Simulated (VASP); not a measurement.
Input of a VASP 6.6.1 run:

The input INCAR:

```
SYSTEM = BN
ALGO     = Normal         ! electronic algorithm
EDIFF    = 1E-6           ! SCF threshold, eV
ENCUT    = 520            ! plane-wave cutoff, eV
ISIF     = 2              ! what is computed and relaxed
ISMEAR   = 0              ! smearing method
LASPH    = .True.         ! aspherical terms in the spheres
LCHARG   = .False.        ! write CHGCAR
LREAL    = .False.        ! projectors in reciprocal space
LWAVE    = .False.        ! write WAVECAR
NBANDS   = 11             ! bands
NELM     = 60             ! most SCF steps
PREC     = Accurate       ! precision mode
SIGMA    = 0.01           ! smearing width, eV
```

KPOINTS

```
k-points
0
Gamma
  8 8 8
  0 0 0
```

Contents of POSCAR:

```
BN
1.0
    0.0000000000      1.8516026516      1.8516026516
    1.8516026516      0.0000000000      1.8516026516
    1.8516026516      1.8516026516      0.0000000000
B N
1 1
Direct
    0.0000000000      0.0000000000      0.0000000000
    0.2500000000      0.2500000000      0.2500000000
```

Potentials or basis: VASP PAW LDA potentials, release 64 (B, N).

Command:

```sh
$ cat potpaw_LDA.64/B/POTCAR potpaw_LDA.64/N/POTCAR > POTCAR
$ mpirun -np 1 vasp_std > vasp.out
```

What does it give for the pressure?

-33.1 GPa.

Predict the band gap on the k mesh.

4.26 eV, indirect (least direct gap 8.34 eV).

A k mesh can miss the band edges. A hybrid or GW would open this gap; LDA tends to underestimate it.
